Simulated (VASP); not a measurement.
Na16F15 (a cell with a defect), 31 atoms in the cell. The cell holds a defect, 31 atoms: a = 8.141 Å, b = 8.141 Å, c = 8.141 Å, α = 109.47°, β = 109.47°, γ = 109.47°. 

```yaml
Program: VASP 6.6.1
Task: single point
Functional: PBE
Potentials_or_basis: VASP PAW PBE potentials, release 64 (Na_pv, F)
Cutoff: 520 eV
k_mesh: 2 × 2 × 2, shifted
Occupations: gaussian, width 0.01 eV
Spin: no spin polarisation
Dipole_correction: no
Charge: 1
Further_INCAR_settings: LREAL = Auto; ALGO = Normal; EDIFF = 1e-07; NBANDS = 130; NELECT = 216.0
```

Potentials or basis: VASP PAW PBE potentials, release 64 (Na_pv, F).

Launch:

```console
$ cat potpaw_PBE.64/Na_pv/POTCAR potpaw_PBE.64/F/POTCAR > POTCAR
$ mpirun -np 1 vasp_std > vasp.out
```

Hardware: 1 thread of Intel(R) Xeon(R) 6975P-C (Granite Rapids), with other jobs on the host.

Problem. How long does it take, and how much memory?

Solution. It took 3.1 min on 1 thread of Intel(R) Xeon(R) 6975P-C (Granite Rapids) (shared host), peak memory 0.56 GiB. Counts: scf iterations 20, k points 2.
